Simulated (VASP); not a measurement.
# ScAlH6 (P1) in VASP: single point with PBEsol

Aim: the single point of ScAlH6 with PBEsol.

All numbers are computed with VASP 6.6.1; they aren't measurements. Logs are shortened: lines on timing, memory, paths and dates and some standing lists are left out, and cuts for length are marked.

## (1) The cell of the first run

The typed cell holds 8 atoms: a = 5.485 Å, b = 6.377 Å, c = 5.465 Å, α = 32.30°, β = 42.77°, γ = 38.89°.

## (2) Single point, PBEsol

Input file INCAR:

```
PREC = Accurate
ENCUT = 520
EDIFF = 1E-6
ISMEAR = -1
SIGMA = 0.05
LREAL = False
LASPH = True
NELM = 60
ALGO = Normal
ISIF = 2
LWAVE = False
LCHARG = True
GGA = PS
LELF = True
LVHAR = True
NBANDS = 20
```

Input file KPOINTS:

```
regular mesh
0
Gamma
  6 6 6
```

Input file POSCAR:

```
ScAlH6
1.0
    1.4181984176      1.5414712551      5.0692519178
   -2.5492855108      1.1767079954      5.7258001930
   -0.8747872732     -1.7271780662      5.1109276213
Sc Al H
1 1 6
Direct
    0.5919126901      0.5076162105      0.4092705820
    0.1014751630     -0.2589591664      0.1211034108
    0.5955150058      0.9659924670      0.2020501930
    1.0423754223      0.2612548877      0.5809528000
    0.5952748678      0.4949998920      0.0494705279
    0.0378547175      0.7623124715      0.4470957335
    0.3943346436      0.0902121404      0.8638752352
    0.0887358668      0.7192018382      0.8144317551
```

Potentials or basis: VASP PAW PBE potentials, release 64 (Sc_sv, Al, H).

The run is started by

```sh
$ cat potpaw_PBE.64/Sc_sv/POTCAR potpaw_PBE.64/Al/POTCAR potpaw_PBE.64/H/POTCAR > POTCAR
$ mpirun -np 1 vasp_std > vasp.out
```

OUTCAR:

```text
PREC = Accurate
   ENCUT = 520
   EDIFF = 1E-6
   ISMEAR = -1
   LREAL = False
   LASPH = True
   NELM = 60
   ISIF = 2
   GGA = PS

 ion  position               nearest neighbor table
   1  0.592  0.508  0.409-   7 1.90   7 1.95   6 1.97   5 2.02   3 2.07   4 2.08   8 2.15   2 2.82
                             2 2.93   2 3.06
   2  0.101  0.741  0.121-   6 1.65   5 1.68   4 1.73   3 1.74   4 1.77   8 1.85   1 2.82   1 2.93
                             1 3.06
   3  0.596  0.966  0.202-   2 1.74   1 2.07
   4  0.042  0.261  0.581-   2 1.73   2 1.77   1 2.08
   5  0.595  0.495  0.049-   2 1.68   1 2.02
   6  0.038  0.762  0.447-   2 1.65   1 1.97
   7  0.394  0.090  0.864-   1 1.90   1 1.95
   8  0.089  0.719  0.814-   2 1.85   1 2.15

  LATTYP: Found a triclinic cell.
 ALAT       =     3.9929423522
 B/A-ratio  =     2.6668716990
 C/A-ratio  =     0.8535097164
 COS(alpha) =     0.0012863143
 COS(beta)  =     0.4134741498
 COS(gamma) =     0.8025736231

  Lattice vectors:

 A1 = (   2.2929856908,   3.2686493213,  -0.0416757035)
 A2 = (   7.1352568924,   5.3605906472,  -5.8091516000)
 A3 = (  -1.6744982376,   2.9038860616,   0.6148725717)

Analysis of symmetry for initial positions (statically):
=====================================================================
 Subroutine PRICEL returns:
 Original cell was already a primitive cell.

 Routine SETGRP: Setting up the symmetry group for a
 triclinic supercell.

 Subroutine GETGRP returns: Found  1 space group operations
 (whereof  1 operations were pure point group operations)
 out of a pool of  2 trial point group operations.

The static configuration has the point symmetry C_1 .

Analysis of symmetry for dynamics (positions and initial velocities):
=====================================================================
 Subroutine PRICEL returns:
 Original cell was already a primitive cell.

 Routine SETGRP: Setting up the symmetry group for a
 triclinic supercell.

 Subroutine GETGRP returns: Found  1 space group operations
 (whereof  1 operations were pure point group operations)
 out of a pool of  2 trial point group operations.

The dynamic configuration has the point symmetry C_1 .

 Subroutine INISYM returns: Found  1 space group operations
 (whereof  1 operations are pure point group operations),
 and found     1 'primitive' translations

----------------------------------------------------------------------------------------
[... 110 lines left out ...]
   NFREE  =      0    steps in history (QN), initial steepest desc. (CG)
   ISIF   =      2    stress and relaxation
   ISYM   =      2    0-nonsym 1-usesym 2-fastsym
   POTIM  = 0.5000    time-step for ionic-motion
   TEBEG  =    0.0;   TEEND  =   0.0 temperature during run
   PSTRESS=    0.0 pullay stress
   NELECT =      20.0000    total number of electrons
   NUPDOWN=      -1.0000    fix difference up-down
   EMIN   =  10.00;   EMAX   =-10.00  energy-range for DOS
   EFERMI =   0.00;   METHOD = LEGACY
   ISMEAR =    -1;   SIGMA  =   0.05  broadening in eV -4-tet -1-fermi 0-gaus
   EFERMI_NEDOS =   21; number of points for ismear=-14 and -15
   IALGO  =     38    algorithm
   IMIX   =      4    mixing-type and parameters
     AMIX     =   0.40;   BMIX     =  1.00
     AMIX_MAG =   1.60;   BMIX_MAG =  1.00
  volume/ion in A,a.u.               =       7.81        52.68
  Fermi-wavevector in a.u.,A,eV,Ry     =   1.120023  2.116536 17.067848  1.254451
  Thomas-Fermi vector in A             =   2.256666
   LORBIT       =      0    0 simple, 1 ext, 2 COOP (PROOUT), +10 PAW based schemes
   GGA     = PS    functional components
   LHFCALC =     F    Hartree Fock is set to
   AEXX    =    0.0000 exact exchange contribution
   IVDW    =     0    specifies the selected vdW correction
   LEPSILON=     F    determine dielectric tensor
   LRPA    =     F    only Hartree local field effects (RPA)
 non-spin polarized calculation
  energy-cutoff  :      520.00
  volume of cell :       62.46
 maximum number of plane-waves:      1700
 NGX is ok and might be reduce to    42
   NGX = 21   NGY = 23   NGZ = 21

 number of electron      20.0000000 magnetization

 Free energy of the ion-electron system (eV)
  ---------------------------------------------------
  ext. energy  EPLUGINS =         0.00000000
  ---------------------------------------------------
  free energy    TOTEN  =       -31.87279166 eV

  energy without entropy =      -31.87278087  energy(sigma->0) =      -31.87278627

 E-fermi :   3.5667     XC(G=0):  -9.8813

 val. band max:        3.2080825723   @ k =   0.5000   0.5000   0.5000
 cond. band min:       4.0073352978   @ k =   0.1667   0.3333  -0.0000
 fundamental gap:      0.7992527255
 Fermi energy:         3.5667472761

 k-point     1 :       0.0000    0.0000    0.0000
  band No.  band energies     occupation
      1     -45.9771      2.00000
      2     -24.8125      2.00000
      3     -24.7051      2.00000
      4     -24.5641      2.00000
      5      -7.1187      2.00000
      6      -2.2012      2.00000
[... 541 lines left out ...]
     19      11.6340      0.00000
     20      12.1757      0.00000

 [... further k-points ...]

------------------------ aborting loop because EDIFF is reached ----------------------------------------

  FORCE on cell =-STRESS in cart. coord.  units (eV):
  Direction    XX          YY          ZZ          XY          YZ          ZX
  --------------------------------------------------------------------------------------
  -------------------------------------------------------------------------------------
  Total       -0.0267080     -0.0240128      0.0042103     -0.0066903      0.0102633      0.0145281
  in kB       -0.6851389     -0.6159975      0.1080075     -0.1716259      0.2632840      0.3726887
  external PRESSURE =      -0.3977096 kB  Pullay stress =       0.0000000 kB

 VOLUME and BASIS-vectors are now :
 -----------------------------------------------------------------------------
  energy-cutoff  :      520.00
  volume of cell :       62.46
      direct lattice vectors                 reciprocal lattice vectors
     1.418198418  1.541471255  5.069251918     0.254636261  0.128416243  0.086980351
    -2.549285511  1.176707995  5.725800193    -0.266329350  0.187057105  0.017628777
    -0.874787273 -1.727178066  5.110927621     0.045810332 -0.336930206  0.089638490

 POSITION                                       TOTAL-FORCE (eV/Angst)
 -----------------------------------------------------------------------------------
     -0.81263      0.80285      7.99882         0.012130     -0.002384      0.004761
     -1.85115      0.81924      5.37641         0.000944     -0.000290     -0.006072
     -1.79478      1.70568      9.58256        -0.001057      0.001178      0.004179
     -1.11413     -0.63067      4.67991         0.004443      0.000833      0.006737
     -0.46095      1.41463      6.10471         0.001891      0.003376     -0.004454
     -2.28078      0.18316      6.84182        -0.009241     -0.002225     -0.000414
     -0.42644     -0.77806      6.93072        -0.008466      0.000276     -0.009888
     -2.42006     -0.42359      8.73033        -0.000644     -0.000764      0.005151
 -----------------------------------------------------------------------------------
    total drift:                               -0.000467     -0.000114     -0.000191

  FREE ENERGIE OF THE ION-ELECTRON SYSTEM (eV)
  ---------------------------------------------------
  free  energy   TOTEN  =       -31.8727916643 eV

  energy  without entropy=      -31.8727808737  energy(sigma->0) =      -31.87278627
```

stdout:

```text
POSCAR found type information on POSCAR ScAlH
 POSCAR found :  3 types and       8 ions
 scaLAPACK will be used
 -----------------------------------------------------------------------------
|                                                                             |
|                                                                             |
|     You enforced a specific xc type in the INCAR file but a different       |
|     I HOPE YOU KNOW WHAT YOU ARE DOING!                                     |
|                                                                             |
 -----------------------------------------------------------------------------

 LDA part: xc-table for (Slater+PW92), standard interpolation
 POSCAR, INCAR and KPOINTS ok, starting setup
 FFT: planning ... GRIDC
 FFT: planning ... GRID_SOFT
 FFT: planning ... GRID
 WAVECAR not read
 entering main loop
```

Wall time 5.3 min (1 thread of AMD EPYC 9755, shared host); peak memory 0.33 GiB.

What came out:

```
Free energy            : -31.8728 eV
Pressure               : 0.0 GPa
Largest force          : 0.013 eV/Å
Band gap on the k mesh : 0.80 eV (least direct gap 1.65 eV)
```

Forces in eV/Å, atoms in the order of the input:
```
Sc   0.012 -0.002  0.005
Al   0.001  0.000 -0.006
H   -0.001  0.001  0.004
H    0.004  0.001  0.007
H    0.002  0.003 -0.004
H   -0.009 -0.002  0.000
H   -0.008  0.000 -0.010
H   -0.001 -0.001  0.005
```

Levels at points of the mesh, in eV from the valence-band top:
```tsv
k point	band 7	band 8	band 9	band 10	band 11	band 12	band 13	band 14
(0.00, 0.00, 0.00)	-4.50	-2.45	-1.82	-0.78	1.67	2.34	2.66	3.51
(0.50, 0.00, 0.00)	-5.36	-4.25	-3.03	-0.35	2.08	2.85	2.92	3.17
(0.00, 0.50, 0.00)	-4.08	-3.50	-3.35	-2.51	1.97	2.27	2.88	3.33
(0.50, 0.50, 0.00)	-4.15	-3.54	-3.38	-2.62	1.73	2.26	2.78	3.21
(0.00, 0.00, 0.50)	-5.14	-3.72	-3.48	-1.82	0.97	2.44	3.11	3.49
(0.50, 0.00, 0.50)	-5.43	-3.76	-3.45	-1.58	1.40	2.38	2.86	3.37
(0.00, 0.50, 0.50)	-4.79	-4.21	-2.80	-0.56	1.59	2.41	2.90	3.10
(0.50, 0.50, 0.50)	-2.87	-2.77	-1.29	0.00	1.84	2.31	2.47	3.10
```

Caveat: the PAW data sets were made with another functional, which shifts forces and pressure a little. A k mesh can miss the band edges.
